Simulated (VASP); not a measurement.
# C (R-3m) in VASP: settings compared

The runs below take C through single point, with LDA, rpbe exchange, lyp correlation.

Everything below comes from runs of VASP 6.6.1. Logs are shortened: lines on timing, memory, paths and dates and some standing lists are left out, and cuts for length are marked.

### 1 The cell of the first run

Symmetry: R-3m, No. 166, trigonal system. Conventional cell: a = 2.483 Å, b = 2.483 Å, c = 25.012 Å, α = 90.00°, β = 90.00°, γ = 120.00°. C (site symmetry 3m) has 3 C at 1.43 Å within 1.9 Å. C (site symmetry 3m) has 3 C at 1.43 Å within 1.9 Å.

### 2 Single point, LDA (11.13 Å³/atom)

The input, INCAR:

```
PREC = Accurate ; ENCUT = 520
EDIFF = 1E-6 ; ISMEAR = -1
SIGMA = 0.05 ; LREAL = F
LASPH = T ; NELM = 60
ALGO = Normal ; ISIF = 2
LWAVE = F ; LCHARG = T
LELF = T ; LVHAR = T
NBANDS = 16
```

The input, KPOINTS:

```
Automatic mesh
0
Gamma
  12 12 12
```

The input, POSCAR:

```
C
1.0
    1.2413551441      0.7166967267      8.3374684561
   -1.2413551441      0.7166967267      8.3374684561
    0.0000000000     -1.4333934532      8.3374684561
C
4
Direct
    0.0871730800      0.0871730800      0.0871730800
    0.7538500600      0.7538500600      0.7538500600
    0.2461499400      0.2461499400      0.2461499400
    0.9128269200      0.9128269200      0.9128269200
```

Potentials or basis: VASP PAW LDA potentials, release 64 (C).

Started as:

```sh
cat potpaw_LDA.64/C/POTCAR > POTCAR
mpirun -np 1 vasp_std > vasp.out
```

OUTCAR:

```text
PREC = Accurate
   ENCUT = 520
   EDIFF = 1E-6
   ISMEAR = -1
   LREAL = F
   LASPH = T
   NELM = 60
   ISIF = 2

 ion  position               nearest neighbor table
   1  0.087  0.087  0.087-   2 1.43   2 1.43   2 1.43
   2  0.754  0.754  0.754-   1 1.43   1 1.43   1 1.43
   3  0.246  0.246  0.246-   4 1.43   4 1.43   4 1.43
   4  0.913  0.913  0.913-   3 1.43   3 1.43   3 1.43

  LATTYP: Found a trigonal (rhomboedric) cell.
 ALAT       =     8.4597870569
 COS(alpha) =     0.9569371044

  Lattice vectors:

 A1 = (   1.2413551441,   0.7166967267,   8.3374684561)
 A2 = (  -1.2413551441,   0.7166967267,   8.3374684561)
 A3 = (   0.0000000000,  -1.4333934532,   8.3374684561)

Analysis of symmetry for initial positions (statically):
=====================================================================
 Subroutine PRICEL returns:
 Original cell was already a primitive cell.

 Routine SETGRP: Setting up the symmetry group for a
 trigonal (rhombohedral) supercell.

 Subroutine GETGRP returns: Found 12 space group operations
 (whereof 12 operations were pure point group operations)
 out of a pool of 12 trial point group operations.

The static configuration has the point symmetry D_3d.

Analysis of symmetry for dynamics (positions and initial velocities):
=====================================================================
 Subroutine PRICEL returns:
 Original cell was already a primitive cell.

 Routine SETGRP: Setting up the symmetry group for a
 trigonal (rhombohedral) supercell.

 Subroutine GETGRP returns: Found 12 space group operations
 (whereof 12 operations were pure point group operations)
 out of a pool of 12 trial point group operations.

The dynamic configuration has the point symmetry D_3d.

 Subroutine INISYM returns: Found 12 space group operations
 (whereof 12 operations are pure point group operations),
 and found     1 'primitive' translations

----------------------------------------------------------------------------------------

                                     Primitive cell

  volume of cell :      44.5058

  direct lattice vectors                    reciprocal lattice vectors
     1.241355144  0.716696727  8.337468456     0.402785619  0.232548385  0.039980161
    -1.241355144  0.716696727  8.337468456    -0.402785619  0.232548385  0.039980161
     0.000000000 -1.433393453  8.337468456     0.000000000 -0.465096771  0.039980161

  length of vectors
     8.459787057  8.459787057  8.459787057     0.466811975  0.466811975  0.466811975

  position of ions in fractional coordinates (direct lattice)
     0.087173080  0.087173080  0.087173080
     0.753850060  0.753850060  0.753850060
     0.246149940  0.246149940  0.246149940
     0.912826920  0.912826920  0.912826920

  ion indices of the primitive-cell ions
   primitive index   ion index
                 1           1
                 2           2
                 3           3
                 4           4

----------------------------------------------------------------------------------------

 KPOINTS: Automatic mesh

Automatic generation of k-mesh.
 Grid dimensions read from file:
 generate k-points for:   12   12   12

 Generating k-lattice:

  Cartesian coordinates                     Fractional coordinates (reciprocal lattice)
     0.033565468  0.019379032  0.003331680     0.083333333 -0.000000000  0.000000000
    -0.033565468  0.019379032  0.003331680    -0.000000000  0.083333333  0.000000000
     0.000000000 -0.038758064  0.003331680    -0.000000000 -0.000000000  0.083333333

  Length of vectors
     0.038900998  0.038900998  0.038900998

  Shift w.r.t. Gamma in fractional coordinates (k-lattice)
     0.000000000  0.000000000  0.000000000

 Subroutine IBZKPT returns following result:
 ===========================================

 Found    189 irreducible k-points:

 Following reciprocal coordinates:
            Coordinates               Weight
  0.000000  0.000000  0.000000      1.000000
  0.083333  0.000000  0.000000      6.000000
  0.166667  0.000000  0.000000      6.000000
  0.250000 -0.000000  0.000000      6.000000
  0.333333  0.000000  0.000000      6.000000
  0.416667 -0.000000  0.000000      6.000000
[... 16 lines left out ...]
  0.500000  0.166667  0.000000     12.000000
 -0.416667  0.166667 -0.000000     12.000000
 [... further k-points ...]
   k-points           NKPTS =    189   k-points in BZ     NKDIM =    189   number of bands    NBANDS=     16
   number of dos      NEDOS =    301   number of ions     NIONS =      4
   total plane-waves  NPLWV = 262144
   dimension x,y,z NGX =    64 NGY =   64 NGZ =   64
   dimension x,y,z NGXF=   128 NGYF=  128 NGZF=  128
   ions per type =               4
   NGX,Y,Z   is equivalent  to a cutoff of  12.58, 12.58, 12.58 a.u.
   NGXF,Y,Z  is equivalent  to a cutoff of  25.15, 25.15, 25.15 a.u.
 SYSTEM =  unknown system
   PREC   = accura    normal or accurate (medium, high low for compatibility)
[... 123 lines left out ...]
  band No.  band energies     occupation
      1     -12.5483      2.00000
      2     -12.5117      2.00000
      3      -8.8337      2.00000
      4      -8.8109      2.00000
      5      -3.4987      2.00000
      6      -3.4954      2.00000
[... 8 lines left out ...]
     15      15.5532      0.00000
     16      16.9365      0.00000

 k-point     7 :       0.5000   -0.0000    0.0000
  band No.  band energies     occupation
      1     -11.2818      2.00000
      2     -11.2506      2.00000
      3     -10.3352      2.00000
      4     -10.3092      2.00000
      5      -3.6578      2.00000
      6      -3.6544      2.00000
[... 8 lines left out ...]
     15      14.6562      0.00000
     16      15.7004      0.00000

 k-point     8 :       0.0833    0.0833    0.0000
  band No.  band energies     occupation
      1     -16.3076      2.00000
      2     -16.2541      2.00000
      3      -4.9234      2.00000
      4      -4.3042      2.00000
      5      -0.9812      2.00000
      6      -0.9779      2.00000
[... 8 lines left out ...]
     15      13.2189      0.00000
     16      13.2667      0.00000

 k-point     9 :       0.1667    0.0833    0.0000
  band No.  band energies     occupation
      1     -15.9852      2.00000
      2     -15.9338      2.00000
      3      -4.5299      2.00000
      4      -3.9319      2.00000
      5      -1.9830      2.00000
      6      -1.9780      2.00000
[... 8 lines left out ...]
     15      12.3635      0.00000
     16      12.3755      0.00000
[... 172 lines left out ...]
 k-point    19 :       0.1667    0.1667    0.0000
  band No.  band energies     occupation
      1     -15.8240      2.00000
      2     -15.7744      2.00000
      3      -4.3303      2.00000
      4      -3.7524      2.00000
      5      -2.5711      2.00000
      6      -2.5660      2.00000
[... 8 lines left out ...]
     15      13.2841      0.00000
     16      13.2937      0.00000

 k-point    20 :       0.2500    0.1667    0.0000
  band No.  band energies     occupation
      1     -15.3437      2.00000
      2     -15.2974      2.00000
      3      -3.7485      2.00000
      4      -3.6456      2.00000
      5      -3.6391      2.00000
      6      -3.2047      2.00000
[... 8 lines left out ...]
     15      13.8551      0.00000
     16      13.8679      0.00000

 k-point    21 :       0.3333    0.1667    0.0000
  band No.  band energies     occupation
      1     -14.5510      2.00000
      2     -14.5090      2.00000
      3      -4.9374      2.00000
      4      -4.9273      2.00000
      5      -3.6590      2.00000
      6      -3.6515      2.00000
[... 8 lines left out ...]
     15      13.9797      0.00000
     16      14.0327      0.00000

 k-point    22 :       0.4167    0.1667    0.0000
  band No.  band energies     occupation
      1     -13.4597      2.00000
      2     -13.4230      2.00000
      3      -6.6283      2.00000
      4      -6.6114      2.00000
      5      -4.6914      2.00000
      6      -4.6842      2.00000
[... 8 lines left out ...]
     15      15.2083      0.00000
     16      15.5067      0.00000

 k-point    23 :       0.5000    0.1667    0.0000
  band No.  band energies     occupation
      1     -12.1032      2.00000
      2     -12.0722      2.00000
      3      -8.5069      2.00000
      4      -8.4834      2.00000
      5      -5.2520      2.00000
      6      -5.2447      2.00000
[... 8 lines left out ...]
     15      15.4432      0.00000
     16      15.6395      0.00000

 k-point    24 :      -0.4167    0.1667   -0.0000
  band No.  band energies     occupation
      1     -10.8701      2.00000
      2     -10.8410      2.00000
      3      -9.9351      2.00000
      4      -9.9108      2.00000
      5      -5.4320      2.00000
      6      -5.4244      2.00000
[... 8 lines left out ...]
     15      13.7377      0.00000
     16      15.4608      0.00000

 [... further k-points ...]

------------------------ aborting loop because EDIFF is reached ----------------------------------------

  FORCE on cell =-STRESS in cart. coord.  units (eV):
  Direction    XX          YY          ZZ          XY          YZ          ZX
  --------------------------------------------------------------------------------------
  -------------------------------------------------------------------------------------
  Total       -3.8594004     -3.8594004     -0.2804548      0.0000000     -0.0000000      0.0000000
  in kB     -138.9355840   -138.9355840    -10.0961680      0.0000000     -0.0000000      0.0000000
  external PRESSURE =     -95.9891120 kB  Pullay stress =       0.0000000 kB

 VOLUME and BASIS-vectors are now :
 -----------------------------------------------------------------------------
  energy-cutoff  :      520.00
  volume of cell :       44.51
      direct lattice vectors                 reciprocal lattice vectors
     1.241355144  0.716696727  8.337468456     0.402785619  0.232548385  0.039980161
    -1.241355144  0.716696727  8.337468456    -0.402785619  0.232548385  0.039980161
     0.000000000 -1.433393453  8.337468456     0.000000000 -0.465096771  0.039980161

 POSITION                                       TOTAL-FORCE (eV/Angst)
 -----------------------------------------------------------------------------------
      0.00000      0.00000      2.18041         0.000000      0.000000      0.009384
      0.00000      0.00000     18.85560         0.000000      0.000000      0.001727
      0.00000      0.00000      6.15680         0.000000     -0.000000     -0.001727
      0.00000      0.00000     22.83200         0.000000     -0.000000     -0.009384
 -----------------------------------------------------------------------------------
    total drift:                               -0.000000      0.000000      0.000000

  FREE ENERGIE OF THE ION-ELECTRON SYSTEM (eV)
  ---------------------------------------------------
  free  energy   TOTEN  =       -40.3236945740 eV

  energy  without entropy=      -40.3220723329  energy(sigma->0) =      -40.32288345
```

Run time: 11 min. Hardware: 1 thread of AMD EPYC 9R45 (Zen 5), shared host; peak memory 0.4 GiB.

Results:

- Free energy: -40.3237 eV
- Pressure: -9.6 GPa
- Largest force: 0.009 eV/Å

Forces in eV/Å, atoms in the order of the input:
```
C    0.000  0.000  0.009
C    0.000  0.000  0.002
C    0.000  0.000 -0.002
C    0.000  0.000 -0.009
```

Caveat: the stress differs along the axes, from -14 to -1 GPa.

### 3 Single point, LDA (11.34 Å³/atom)

This run uses another cell than the first one, of 11.34 Å³/atom.

The input, INCAR:

```
PREC = Accurate ; ENCUT = 520
EDIFF = 1E-6 ; ISMEAR = -1
SIGMA = 0.05 ; LREAL = False
LASPH = True ; NELM = 60
ALGO = Normal ; ISIF = 2
LWAVE = False ; LCHARG = False
GGA = CA ; NBANDS = 16
```

The input, KPOINTS:

```
regular mesh
0
Gamma
  12 12 12
```

The input, POSCAR:

```
C
1.0
    1.2494161177      0.7213507319      8.3916093787
   -1.2494161177      0.7213507319      8.3916093787
    0.0000000000     -1.4427014637      8.3916093787
C
4
Direct
    0.0871730800      0.0871730800      0.0871730800
    0.7538500600      0.7538500600      0.7538500600
    0.2461499400      0.2461499400      0.2461499400
    0.9128269200      0.9128269200      0.9128269200
```

Potentials or basis: VASP PAW LDA potentials, release 64 (C).

Started as:

```sh
cat potpaw_LDA.64/C/POTCAR > POTCAR
mpirun -np 1 vasp_std > vasp.out
```

Wall time 8.4 min (1 thread of AMD EPYC 9R45 (Zen 5), shared host); peak memory 0.4 GiB.

Results (log left out):

```
Free energy   : -40.2618 eV
Pressure      : -13.3 GPa
Largest force : 0.010 eV/Å
```

Forces on the atoms (eV/Å):
```
C    0.000  0.000  0.010
C    0.000  0.000  0.002
C    0.000  0.000 -0.002
C    0.000  0.000 -0.010
```

Stress tensor (GPa, compression positive):
```
-19.52   0.00   0.00
  0.00 -19.52   0.00
  0.00   0.00  -0.98
```

Caveat: the stress differs along the axes, from -20 to -1 GPa.

### 4 Single point, LDA (11.56 Å³/atom)

This run uses another cell than the first one, of 11.56 Å³/atom.

The input, INCAR:

```
SYSTEM = C
PREC     = Accurate       ! precision mode
ENCUT    = 520            ! plane-wave cutoff, eV
EDIFF    = 1E-6           ! SCF threshold, eV
ISMEAR   = -1             ! smearing method
SIGMA    = 0.05           ! smearing width, eV
LREAL    = .FALSE.        ! projectors in reciprocal space
LASPH    = .TRUE.         ! aspherical terms in the spheres
NELM     = 100            ! most SCF steps
ALGO     = Normal         ! electronic algorithm
ISIF     = 2              ! what is computed and relaxed
LWAVE    = .FALSE.        ! write WAVECAR
LCHARG   = .TRUE.         ! write CHGCAR
GGA      = CA             ! functional
LELF     = .TRUE.         ! ELF
LVHAR    = .TRUE.       
NBANDS   = 16             ! bands
```

The input, KPOINTS:

```
regular mesh
0
G
  12 12 12
  0 0 0
```

The input, POSCAR:

```
C
1.0
    1.2573743967      0.7259454464      8.4450605611
   -1.2573743967      0.7259454464      8.4450605611
    0.0000000000     -1.4518908928      8.4450605611
C
4
Direct
    0.0871730800      0.0871730800      0.0871730800
    0.7538500600      0.7538500600      0.7538500600
    0.2461499400      0.2461499400      0.2461499400
    0.9128269200      0.9128269200      0.9128269200
```

Started as:

```sh
cat potpaw_LDA.64/C/POTCAR > POTCAR
mpirun -np 1 vasp_std > vasp.out
```

It took 8.2 min on 1 thread of AMD EPYC 9R45 (Zen 5), shared host; peak memory 0.4 GiB.

The run converged. Its results:

| Property | Result |
| --- | --- |
| Free energy | -40.1804 eV |
| Pressure | -16.8 GPa |
| Largest force | 0.010 eV/Å |

Forces in eV/Å, atoms in the order of the input:
```
C    0.000  0.000  0.010
C    0.000  0.000  0.002
C    0.000  0.000 -0.002
C    0.000  0.000 -0.010
```

Stress tensor (GPa, compression positive):
```
-24.66   0.00   0.00
  0.00 -24.66   0.00
  0.00   0.00  -0.94
```

Caveat: the stress differs along the axes, from -25 to -1 GPa.

### 5 Single point, rpbe exchange, lyp correlation, collinear spin (11.13 Å³/atom)

The input, INCAR:

```
SYSTEM = C
ALGO = Normal
EDIFF = 1E-6
ENCUT = 600
GGA = LIBXC
GGA_COMPAT = .FALSE.
ISIF = 2
ISMEAR = 1
ISPIN = 2
LASPH = .TRUE.
LCHARG = .FALSE.
LIBXC1 = GGA_X_RPBE
LIBXC2 = GGA_C_LYP
LORBIT = 11
LREAL = .FALSE.
LWAVE = .FALSE.
MAGMOM = 0.75 -0.25 0.75 -0.25
NBANDS = 20
NELM = 200
NUPDOWN = 1.0
PREC = Accurate
SIGMA = 0.1
```

The input, KPOINTS:

```
k-points
0
G
  12 12 12
  0 0 0
```

The input, POSCAR:

```
C
1.0
    1.2413551441      0.7166967267      8.3374684561
   -1.2413551441      0.7166967267      8.3374684561
    0.0000000000     -1.4333934532      8.3374684561
C
4
Direct
    0.0871730800      0.0871730800      0.0871730800
    0.7538500600      0.7538500600      0.7538500600
    0.2461499400      0.2461499400      0.2461499400
    0.9128269200      0.9128269200      0.9128269200
```

Potentials or basis: VASP PAW PBE potentials, release 64 (C).

Started as:

```sh
cat potpaw_PBE.64/C/POTCAR > POTCAR
mpirun -np 1 vasp_std > vasp.out
```

Run time: 31 min. Hardware: 1 thread of Intel Xeon 6975P-C (Granite Rapids), shared host; peak memory 1.1 GiB.

Results (log left out):

```yaml
Free_energy: -32.1323 eV
Pressure: 4.8 GPa
Largest_force: 0.009 eV/Å
Net_moment: 1.00 μB per cell
Site_moments: C +0.13 μB
Valence_electrons_inside_the_program's_atomic_spheres: C 2.64
```

Forces in eV/Å, atoms in the order of the input:
```
C    0.000  0.000 -0.005
C    0.000  0.000 -0.009
C    0.000  0.000  0.009
C    0.000  0.000  0.005
```

Stress tensor (GPa, compression positive):
```
7.13 0.00 0.00
0.00 7.13 0.00
0.00 0.00 0.23
```

Caveat: the stress differs along the axes, from 0 to 7 GPa; the PAW data sets were made with another functional, which shifts forces and pressure a little; the total moment is fixed, so each spin has its own Fermi level and the state may be an excited one.

### 6 Single point, rpbe exchange, lyp correlation, collinear spin (11.34 Å³/atom)

This run uses another cell than the first one, of 11.34 Å³/atom.

The input, INCAR:

```
SYSTEM = C
PREC = Accurate
ENCUT = 600
EDIFF = 1E-6
ISMEAR = 1
SIGMA = 0.1
LREAL = .False.
LASPH = .True.
NELM = 200
ALGO = Normal
ISIF = 2
LWAVE = .False.
LCHARG = .True.
ISPIN = 2
MAGMOM = 0.75 -0.25 0.75 -0.25
LORBIT = 11
NUPDOWN = 1.0
GGA = LIBXC
LIBXC1 = GGA_X_RPBE
LIBXC2 = GGA_C_LYP
LELF = .True.
LVHAR = .True.
NBANDS = 20
GGA_COMPAT = .False.
```

The input, KPOINTS:

```
regular mesh
0
Gamma
  12 12 12
  0 0 0
```

The input, POSCAR:

```
C
1.0
    1.2494161177      0.7213507319      8.3916093787
   -1.2494161177      0.7213507319      8.3916093787
    0.0000000000     -1.4427014637      8.3916093787
C
4
Direct
    0.0871730800      0.0871730800      0.0871730800
    0.7538500600      0.7538500600      0.7538500600
    0.2461499400      0.2461499400      0.2461499400
    0.9128269200      0.9128269200      0.9128269200
```

Potentials or basis: VASP PAW PBE potentials, release 64 (C).

Started as:

```sh
cat potpaw_PBE.64/C/POTCAR > POTCAR
mpirun -np 1 vasp_std > vasp.out
```

It took 32 min on 1 thread of Intel Xeon 6975P-C (Granite Rapids), shared host; peak memory 1 GiB.

It converged, with:

| Quantity | Value |
| --- | --- |
| Free energy | -32.1495 eV |
| Pressure | 0.7 GPa |
| Largest force | 0.009 eV/Å |
| Net moment | 1.00 μB per cell |
| Site moments | C +0.13 μB |
| Valence electrons inside the program's atomic spheres | C 2.61 |

Forces on the atoms (eV/Å):
```
C    0.000  0.000 -0.004
C    0.000  0.000 -0.009
C    0.000  0.000  0.009
C    0.000  0.000  0.004
```

Stress tensor (GPa, compression positive):
```
1.01 0.00 0.00
0.00 1.01 0.00
0.00 0.00 0.19
```

Caveat: the PAW data sets were made with another functional, which shifts forces and pressure a little; the total moment is fixed, so each spin has its own Fermi level and the state may be an excited one.

### 7 Overview

| level | potentials or basis | spin | fixed moment (μB) | cell | cutoff (eV) | smearing | pressure (GPa) | moment (μB) | largest force (eV/Å) |
| --- | --- | --- | --- | --- | --- | --- | --- | --- | --- |
| LDA | VASP PAW LDA potentials, release 64 (C) | off | - | a = 8.460 Å, angles 16.9°, 4 atoms | 520 | fermi-dirac 0.05 eV | -9.6 | - | 0.01 |
| LDA | VASP PAW LDA potentials, release 64 (C) | off | - | a = 8.515 Å, angles 16.9°, 4 atoms | 520 | fermi-dirac 0.05 eV | -13.3 | - | 0.01 |
| LDA | VASP PAW LDA potentials, release 64 (C) | off | - | a = 8.569 Å, angles 16.9°, 4 atoms | 520 | fermi-dirac 0.05 eV | -16.8 | - | 0.01 |
| rpbe exchange, lyp correlation | VASP PAW PBE potentials, release 64 (C) | collinear | 1.0 | a = 8.460 Å, angles 16.9°, 4 atoms | 600 | methfessel-paxton 0.1 eV | 4.8 | 1.00 | 0.01 |
| rpbe exchange, lyp correlation | VASP PAW PBE potentials, release 64 (C) | collinear | 1.0 | a = 8.515 Å, angles 16.9°, 4 atoms | 600 | methfessel-paxton 0.1 eV | 0.7 | 1.00 | 0.01 |

Alike in all rows: task single point; k mesh 12 × 12 × 12.

Caveats: the PAW data sets were made with another functional, which shifts forces and pressure a little (at least some runs); the total moment is fixed, so each spin has its own Fermi level and the state may be an excited one (at least some runs); the stress differs along the axes, from -14 to -1 GPa (at least some runs); the stress differs along the axes, from -20 to -1 GPa (at least some runs); the stress differs along the axes, from -25 to -1 GPa (at least some runs); the stress differs along the axes, from 0 to 7 GPa (at least some runs).

Absolute energies hang on the potentials; compare differences alone.
